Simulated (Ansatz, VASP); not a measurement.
One calculation of PbS, two programs

The input INCAR:

```
SYSTEM = PbS
PREC = Accurate
ENCUT = 520
EDIFF = 1E-6
ISMEAR = 0
SIGMA = 0.03
LREAL = .FALSE.
LASPH = .TRUE.
NELM = 60
ALGO = Normal
ISIF = 2
LWAVE = .FALSE.
LCHARG = .FALSE.
GGA = PE
IVDW = 12
NBANDS = 17
```

The input KPOINTS:

```
Automatic mesh
0
G
  10 10 10
  0 0 0
```

POSCAR

```
PbS
1.0
    0.0000000000      2.9798250000      2.9650000000
    2.9650000000      0.0000000000      2.9650000000
    2.9650000000      2.9798250000      0.0000000000
Pb S
1 1
Direct
    0.0000000000      0.0000000000      0.0000000000
    0.5000000000      0.5000000000      0.5000000000
```

Input for Ansatz:

```yaml
crystal:
  lattice:
    - [0.0, 2.979825, 2.965]
    - [2.965, 0.0, 2.965]
    - [2.965, 2.979825, 0.0]
  atoms:
    - { symbol: Pb, position: [0.0, 0.0, 0.0] }
    - { symbol: S, position: [0.5, 0.5, 0.5] }
basis:
  ecutwfc: 420
kpoints:
  mp_grid: { grid: [10, 10, 10] }
hamiltonian:
  xc: pbe
  dispersion: d3bj
scf:
  occupations: { method: gaussian, width: 0.03 }
output:
  forces: true
  stress: true
  eigenvalues: true
```

Change from the starting cell: strain +0.0050 x Voigt [0, 1, 0, 0, 0, 0], atoms carried along.

Alike in both runs: task single point; functional PBE; dispersion D3(BJ); k mesh 10 × 10 × 10; occupations gaussian, width 0.03 eV; no spin polarisation.

|  | VASP | Ansatz |
| --- | --- | --- |
| version | VASP 6.6.1 | Ansatz 0.2.0 |
| potentials or method | VASP PAW PBE potentials, release 64 (Pb_d, S), cutoff 520 eV | scalar-relativistic, plane waves, PAW |
| valence electrons in the cell | 20 | 20 |

```csv
,VASP,Ansatz,Ansatz less VASP
gap on the k mesh at the Fermi level (eV),0.38,0.37,-0.007
least direct gap on the mesh (eV),0.38,0.37,-0.007
pressure (GPa),-0.2,-0.2,+0.08
"traceless stress, the component that is largest in VASP (GPa)",-0.42,-0.42,0.000
```

Neither program's run includes spin-orbit coupling.
